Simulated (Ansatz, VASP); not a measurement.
BN in VASP and in Ansatz

```
CELL_PARAMETERS angstrom
2.50612 0.00000 0.00000
-1.25306 2.17037 0.00000
0.00000 0.00000 6.59736
ATOMIC_POSITIONS crystal
B 0.02212 0.04423 0.50000
B 0.33333 0.66667 0.00000
N 0.00000 0.00000 0.00000
N 0.66667 0.33333 0.50000
```

Alike in both runs: task single point; functional PBE; dispersion D3(BJ); k mesh 12 × 12 × 4; occupations gaussian, width 0.05 eV; no spin polarisation.

```csv
,VASP,Ansatz
version,VASP 6.6.1,Ansatz 0.2.0
potentials or method,"VASP PAW PBE potentials, release 64 (B, N), cutoff 520 eV","scalar-relativistic, plane waves, PAW"
valence electrons in the cell,16,16
```

```csv
,VASP,Ansatz,Ansatz less VASP
gap on the k mesh at the Fermi level (eV),4.27,4.27,+0.007
least direct gap on the mesh (eV),4.48,4.48,+0.003
pressure (GPa),1.6,1.6,-0.05
"traceless stress, the component that is largest in VASP (GPa)",5.71,5.61,-0.100
rms of the force components (eV/Å),1.376,1.380,+0.0038
```

Atom by atom the forces differ by 0.004 eV/Å (rms over components).
